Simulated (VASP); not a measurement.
# KTi (Pm-3m) in VASP: further runs

The runs below take KTi through single point, relaxation of cell and atoms, with PBE.

Program: VASP 6.6.1. These are calculated values, not measurements. Logs are shortened: lines on timing, memory, paths and dates and some standing lists are left out, and cuts for length are marked.

## Step 1: The cell of the first run

Symmetry: Pm-3m, No. 221, cubic system. Conventional cell: a = 3.992 Å, b = 3.992 Å, c = 3.992 Å, α = 90.00°, β = 90.00°, γ = 90.00°. Within 4.5 Å of K (site symmetry m-3m) lie 8 Ti at 3.46 Å and 6 K at 3.99 Å. Within 4.5 Å of Ti (site symmetry m-3m) lie 8 K at 3.46 Å and 6 Ti at 3.99 Å.

## Step 2: Single point, PBE

File INCAR:

```
PREC = Accurate
ENCUT = 520
EDIFF = 1E-6
ISMEAR = 0
SIGMA = 0.1
LREAL = False
LASPH = True
NELM = 60
ALGO = Fast
ISIF = 2
LWAVE = False
LCHARG = False
GGA = PE
NBANDS = 18
```

File KPOINTS:

```
regular mesh
0
Gamma
  4 4 4
```

File POSCAR:

```
KTi
1.0
    3.9915559357      0.0000000000      0.0000000000
    0.0000000000      3.9915559357      0.0000000000
    0.0000000000      0.0000000000      3.9915559357
K Ti
1 1
Direct
    0.0000000000      0.0000000000      0.0000000000
    0.5000000000      0.5000000000      0.5000000000
```

Potentials or basis: VASP PAW PBE potentials, release 64 (K_sv, Ti_sv).

The run is started by

```console
$ cat potpaw_PBE.64/K_sv/POTCAR potpaw_PBE.64/Ti_sv/POTCAR > POTCAR
$ mpirun -np 1 vasp_std > vasp.out
```

OUTCAR:

```text
PREC = Accurate
   ENCUT = 520
   EDIFF = 1E-6
   ISMEAR = 0
   LREAL = False
   LASPH = True
   NELM = 60
   ISIF = 2
   GGA = PE

 ion  position               nearest neighbor table
   1  0.000  0.000  0.000-
   2  0.500  0.500  0.500-

  LATTYP: Found a simple cubic cell.
 ALAT       =     3.9915559357

  Lattice vectors:

 A1 = (   3.9915559357,   0.0000000000,   0.0000000000)
 A2 = (   0.0000000000,   3.9915559357,   0.0000000000)
 A3 = (   0.0000000000,   0.0000000000,   3.9915559357)

Analysis of symmetry for initial positions (statically):
=====================================================================
 Subroutine PRICEL returns:
 Original cell was already a primitive cell.

 Routine SETGRP: Setting up the symmetry group for a
 simple cubic supercell.

 Subroutine GETGRP returns: Found 48 space group operations
 (whereof 48 operations were pure point group operations)
 out of a pool of 48 trial point group operations.

The static configuration has the point symmetry O_h .

Analysis of symmetry for dynamics (positions and initial velocities):
=====================================================================
 Subroutine PRICEL returns:
 Original cell was already a primitive cell.

 Routine SETGRP: Setting up the symmetry group for a
 simple cubic supercell.

 Subroutine GETGRP returns: Found 48 space group operations
 (whereof 48 operations were pure point group operations)
 out of a pool of 48 trial point group operations.

The dynamic configuration has the point symmetry O_h .

 Subroutine INISYM returns: Found 48 space group operations
 (whereof 48 operations are pure point group operations),
 and found     1 'primitive' translations

----------------------------------------------------------------------------------------

                                     Primitive cell

  volume of cell :      63.5955

  direct lattice vectors                    reciprocal lattice vectors
     3.991555936  0.000000000  0.000000000     0.250528870  0.000000000  0.000000000
     0.000000000  3.991555936  0.000000000     0.000000000  0.250528870  0.000000000
     0.000000000  0.000000000  3.991555936     0.000000000  0.000000000  0.250528870

  length of vectors
     3.991555936  3.991555936  3.991555936     0.250528870  0.250528870  0.250528870

  position of ions in fractional coordinates (direct lattice)
     0.000000000  0.000000000  0.000000000
     0.500000000  0.500000000  0.500000000

  ion indices of the primitive-cell ions
   primitive index   ion index
                 1           1
                 2           2

----------------------------------------------------------------------------------------

 KPOINTS: regular mesh

Automatic generation of k-mesh.
 Grid dimensions read from file:
 generate k-points for:    4    4    4

 Generating k-lattice:

  Cartesian coordinates                     Fractional coordinates (reciprocal lattice)
     0.062632218  0.000000000  0.000000000     0.250000000  0.000000000  0.000000000
     0.000000000  0.062632218  0.000000000     0.000000000  0.250000000  0.000000000
     0.000000000  0.000000000  0.062632218     0.000000000  0.000000000  0.250000000

  Length of vectors
     0.062632218  0.062632218  0.062632218

  Shift w.r.t. Gamma in fractional coordinates (k-lattice)
     0.000000000  0.000000000  0.000000000

 Subroutine IBZKPT returns following result:
 ===========================================

 Found     10 irreducible k-points:

 Following reciprocal coordinates:
            Coordinates               Weight
  0.000000  0.000000  0.000000      1.000000
  0.250000  0.000000  0.000000      6.000000
  0.500000  0.000000  0.000000      3.000000
  0.250000  0.250000  0.000000     12.000000
  0.500000  0.250000  0.000000     12.000000
  0.500000  0.500000  0.000000      3.000000
  0.250000  0.250000  0.250000      8.000000
  0.500000  0.250000  0.250000     12.000000
  0.500000  0.500000  0.250000      6.000000
  0.500000  0.500000  0.500000      1.000000
   k-points           NKPTS =     10   k-points in BZ     NKDIM =     10   number of bands    NBANDS=     18
   number of dos      NEDOS =    301   number of ions     NIONS =      2
   total plane-waves  NPLWV =  27000
   dimension x,y,z NGX =    30 NGY =   30 NGZ =   30
   dimension x,y,z NGXF=    60 NGYF=   60 NGZF=   60
   ions per type =               1   1
   NGX,Y,Z   is equivalent  to a cutoff of  12.49, 12.49, 12.49 a.u.
   NGXF,Y,Z  is equivalent  to a cutoff of  24.99, 24.99, 24.99 a.u.
 SYSTEM =  unknown system
   PREC   = accura    normal or accurate (medium, high low for compatibility)
   ISTART =      0    job   : 0-new  1-cont  2-samecut
   ICHARG =      2    charge: 1-file 2-atom 10-const
   ISPIN  =      1    spin polarized calculation?
   LNONCOLLINEAR =      F non collinear calculations
   LSORBIT =      F    spin-orbit coupling
   LASPH  =      T    aspherical Exc in radial PAW
   ENCUT  =  520.0 eV  38.22 Ry    6.18 a.u.   7.42  7.42  7.42*2*pi/ulx,y,z
   NELM   =     60;   NELMIN=  2; NELMDL= -5     # of ELM steps
   EDIFF  = 0.1E-05   stopping-criterion for ELM
   LREAL  =      F    real-space projection
   EDIFFG = 0.1E-04   stopping-criterion for IOM
   NSW    =      0    number of steps for IOM
   IBRION =     -1    ionic relax: 0-MD 1-quasi-New 2-CG
   NFREE  =      0    steps in history (QN), initial steepest desc. (CG)
   ISIF   =      2    stress and relaxation
   ISYM   =      2    0-nonsym 1-usesym 2-fastsym
   POTIM  = 0.5000    time-step for ionic-motion
   TEBEG  =    0.0;   TEEND  =   0.0 temperature during run
   PSTRESS=    0.0 pullay stress
   NELECT =      21.0000    total number of electrons
   NUPDOWN=      -1.0000    fix difference up-down
   EMIN   =  10.00;   EMAX   =-10.00  energy-range for DOS
   EFERMI =   0.00;   METHOD = LEGACY
   ISMEAR =     0;   SIGMA  =   0.10  broadening in eV -4-tet -1-fermi 0-gaus
   EFERMI_NEDOS =   21; number of points for ismear=-14 and -15
   IALGO  =     68    algorithm
   IMIX   =      4    mixing-type and parameters
     AMIX     =   0.40;   BMIX     =  1.00
     AMIX_MAG =   1.60;   BMIX_MAG =  1.00
  volume/ion in A,a.u.               =      31.80       214.58
  Fermi-wavevector in a.u.,A,eV,Ry     =   1.131546  2.138313 17.420863  1.280397
  Thomas-Fermi vector in A             =   2.268246
   LORBIT       =      0    0 simple, 1 ext, 2 COOP (PROOUT), +10 PAW based schemes
   GGA     = PE    functional components
   LHFCALC =     F    Hartree Fock is set to
   AEXX    =    0.0000 exact exchange contribution
   IVDW    =     0    specifies the selected vdW correction
   LEPSILON=     F    determine dielectric tensor
   LRPA    =     F    only Hartree local field effects (RPA)
 non-spin polarized calculation
 RMM-DIIS sequential band-by-band and
 Gauss-broadening in eV      SIGMA  =   0.10
  energy-cutoff  :      520.00
  volume of cell :       63.60
 maximum number of plane-waves:      1747
 NGX is ok and might be reduce to    30
   NGX = 15   NGY = 15   NGZ = 15

 number of electron      20.9999991 magnetization

 Free energy of the ion-electron system (eV)
  ---------------------------------------------------
  ext. energy  EPLUGINS =         0.00000000
  ---------------------------------------------------
  free energy    TOTEN  =        -5.39931632 eV

  energy without entropy =       -5.36251502  energy(sigma->0) =       -5.38091567

 E-fermi :   2.4663     XC(G=0):  -8.5060

 val. band max:        2.4259720297   @ k =   0.2500   0.2500   0.2500
 cond. band min:       2.4730202075   @ k =   0.5000   0.2500   0.0000
 fundamental gap:      0.0470481778
 Fermi energy:         2.4662919794

 k-point     1 :       0.0000    0.0000    0.0000
  band No.  band energies     occupation
      1     -55.1509      2.00000
      2     -31.3903      2.00000
      3     -31.3903      2.00000
      4     -31.3903      2.00000
      5     -27.8696      2.00000
      6     -11.3465      2.00000
[... 10 lines left out ...]
     17       8.5302      0.00000
     18       8.5302      0.00000

 k-point     2 :       0.2500    0.0000    0.0000
  band No.  band energies     occupation
      1     -55.1506      2.00000
      2     -31.3963      2.00000
      3     -31.3899      2.00000
      4     -31.3899      2.00000
      5     -27.8622      2.00000
      6     -11.4662      2.00000
[... 10 lines left out ...]
     17       7.8407      0.00000
     18       7.8407      0.00000

 k-point     3 :       0.5000    0.0000    0.0000
  band No.  band energies     occupation
      1     -55.1504      2.00000
      2     -31.4022      2.00000
      3     -31.3894      2.00000
      4     -31.3894      2.00000
      5     -27.8547      2.00000
      6     -11.5814      2.00000
[... 10 lines left out ...]
     17       7.3617      0.00000
     18       7.3617      0.00000

 k-point     4 :       0.2500    0.2500    0.0000
  band No.  band energies     occupation
      1     -55.1504      2.00000
      2     -31.3958      2.00000
      3     -31.3954      2.00000
      4     -31.3894      2.00000
      5     -27.8557      2.00000
      6     -11.4580      2.00000
[... 10 lines left out ...]
     17       7.5330      0.00000
     18       8.1182      0.00000

 k-point     5 :       0.5000    0.2500    0.0000
  band No.  band energies     occupation
      1     -55.1501      2.00000
      2     -31.4013      2.00000
      3     -31.3949      2.00000
      4     -31.3890      2.00000
      5     -27.8492      2.00000
      6     -11.5572      2.00000
[... 10 lines left out ...]
     17       7.2182      0.00000
     18       8.2442      0.00000

 k-point     6 :       0.5000    0.5000    0.0000
  band No.  band energies     occupation
      1     -55.1499      2.00000
      2     -31.4004      2.00000
      3     -31.4004      2.00000
      4     -31.3885      2.00000
      5     -27.8437      2.00000
      6     -11.5328      2.00000
[... 10 lines left out ...]
     17       7.0887      0.00000
     18       9.5836      0.00000

 k-point     7 :       0.2500    0.2500    0.2500
  band No.  band energies     occupation
      1     -55.1501      2.00000
      2     -31.3953      2.00000
      3     -31.3949      2.00000
      4     -31.3949      2.00000
      5     -27.8495      2.00000
      6     -11.4449      2.00000
[... 10 lines left out ...]
     17       6.7772      0.00000
     18       8.4251      0.00000

 k-point     8 :       0.5000    0.2500    0.2500
  band No.  band energies     occupation
      1     -55.1499      2.00000
      2     -31.4006      2.00000
      3     -31.3945      2.00000
      4     -31.3944      2.00000
      5     -27.8433      2.00000
      6     -11.5390      2.00000
[... 10 lines left out ...]
     17       7.8552      0.00000
     18       7.8726      0.00000

 k-point     9 :       0.5000    0.5000    0.2500
  band No.  band energies     occupation
      1     -55.1497      2.00000
      2     -31.3999      2.00000
      3     -31.3999      2.00000
      4     -31.3940      2.00000
      5     -27.8374      2.00000
      6     -11.5207      2.00000
[... 10 lines left out ...]
     17       7.8143      0.00000
     18       9.2935      0.00000

 k-point    10 :       0.5000    0.5000    0.5000
  band No.  band energies     occupation
      1     -55.1494      2.00000
      2     -31.3994      2.00000
      3     -31.3994      2.00000
      4     -31.3994      2.00000
      5     -27.8311      2.00000
      6     -11.5085      2.00000
[... 10 lines left out ...]
     17       6.1537      0.00000
     18       9.2824      0.00000

------------------------ aborting loop because EDIFF is reached ----------------------------------------

  FORCE on cell =-STRESS in cart. coord.  units (eV):
  Direction    XX          YY          ZZ          XY          YZ          ZX
  --------------------------------------------------------------------------------------
  -------------------------------------------------------------------------------------
  Total        0.2104094      0.2104094      0.2104094      0.0000000      0.0000000     -0.0000000
  in kB        5.3008945      5.3008945      5.3008945      0.0000000      0.0000000     -0.0000000
  external PRESSURE =       5.3008945 kB  Pullay stress =       0.0000000 kB

 VOLUME and BASIS-vectors are now :
 -----------------------------------------------------------------------------
  energy-cutoff  :      520.00
  volume of cell :       63.60
      direct lattice vectors                 reciprocal lattice vectors
     3.991555936  0.000000000  0.000000000     0.250528870  0.000000000  0.000000000
     0.000000000  3.991555936  0.000000000     0.000000000  0.250528870  0.000000000
     0.000000000  0.000000000  3.991555936     0.000000000  0.000000000  0.250528870

 POSITION                                       TOTAL-FORCE (eV/Angst)
 -----------------------------------------------------------------------------------
      0.00000      0.00000      0.00000         0.000000      0.000000      0.000000
      1.99578      1.99578      1.99578         0.000000      0.000000      0.000000
 -----------------------------------------------------------------------------------
    total drift:                                0.000000      0.000000      0.000000

  FREE ENERGIE OF THE ION-ELECTRON SYSTEM (eV)
  ---------------------------------------------------
  free  energy   TOTEN  =        -5.3993163183 eV

  energy  without entropy=       -5.3625150185  energy(sigma->0) =       -5.38091567
```

Wall time 30 s (1 thread of AMD EPYC 9R14 (Zen 4), shared host); peak memory 0.13 GiB.

Results:

```
Free energy : -5.3993 eV
Pressure    : 0.5 GPa
```

Caveat: the k points lie up to 0.39 Å⁻¹ apart.

## Step 3: Relaxation of cell and atoms, PBE

This run uses another cell than the first one, of 26.27 Å³/atom, 0.826 times its volume.

File INCAR:

```
SYSTEM = KTi
PREC = Accurate ; ENCUT = 600
EDIFF = 1E-7 ; ISMEAR = 0
SIGMA = 0.1 ; LREAL = .FALSE.
LASPH = .TRUE. ; NELM = 60
ALGO = Normal ; ISIF = 3
LWAVE = .FALSE. ; LCHARG = .FALSE.
GGA = PE ; IBRION = 2
NSW = 90 ; EDIFFG = -0.04
```

File KPOINTS:

```
Automatic mesh
0
G
  4 4 4
  0 0 0
```

File POSCAR:

```
KTi
1.0
    3.7455656229      0.0000000000      0.0000000000
    0.0000000000      3.7455656229      0.0000000000
    0.0000000000      0.0000000000      3.7455656229
K Ti
1 1
Direct
    0.0000000000      0.0000000000      0.0000000000
    0.5000000000      0.5000000000      0.5000000000
```

Potentials or basis: VASP PAW PBE potentials, release 64 (K_sv, Ti_sv).

The run is started by

```console
$ cat potpaw_PBE.64/K_sv/POTCAR potpaw_PBE.64/Ti_sv/POTCAR > POTCAR
$ mpirun -np 1 vasp_std > vasp.out
```

It took 28 s on 1 thread of AMD EPYC 9R14 (Zen 4), shared host; peak memory 0.14 GiB.

Results (log left out):

```
Free energy                            : -5.3989 eV
Relaxed volume                         : 32.57 Å³/atom
Relaxed cell                           : a = 4.024 Å, b = 4.024 Å, c = 4.024 Å, α = 90.00°, β = 90.00°, γ = 90.00°
Space group after relaxing (to 0.05 Å) : Pm-3m (No. 221)
Energy gained by relaxing              : 89.4 meV/atom
Ionic steps                            : 4
Pressure after relaxing                : -0.1 GPa
```

The path:
```tsv
step	energy change (eV)	largest force (eV/Å)	pressure (GPa)	volume (Å³)
1	0.0000	0.0000	5.39	52.55
2	-0.1508	0.0000	1.79	59.56
3	-0.1740	0.0000	-0.61	67.38
4	-0.1788	0.0000	-0.06	65.14
```

Final structure:
```yaml
crystal:
  lattice:
    - [4.02352, 0.00000, 0.00000]
    - [0.00000, 4.02352, 0.00000]
    - [0.00000, 0.00000, 4.02352]
  atoms:
    - { symbol: K, position: [0.00000, 0.00000, 0.00000] }
    - { symbol: Ti, position: [0.50000, 0.50000, 0.50000] }
```

Levels at points of the mesh, in eV from the Fermi level:
| k point | band 8 | band 9 | band 10 | band 11 | band 12 | band 13 |
| --- | --- | --- | --- | --- | --- | --- |
| (0.00, 0.00, 0.00) | -13.83 | -3.61 | -0.56 | -0.56 | 0.76 | 0.76 |
| (0.50, 0.00, 0.00) | -13.81 | -1.58 | -0.72 | -0.20 | 0.52 | 0.52 |
| (0.50, 0.50, 0.00) | -13.79 | -1.09 | -0.54 | 0.36 | 0.36 | 1.03 |
| (0.50, 0.50, 0.50) | -13.98 | 0.01 | 0.01 | 0.01 | 1.30 | 1.30 |

Caveat: the k points lie up to 0.39 Å⁻¹ apart in the final cell; the volume moved by over 15 % at a fixed basis, so the end points are rough.
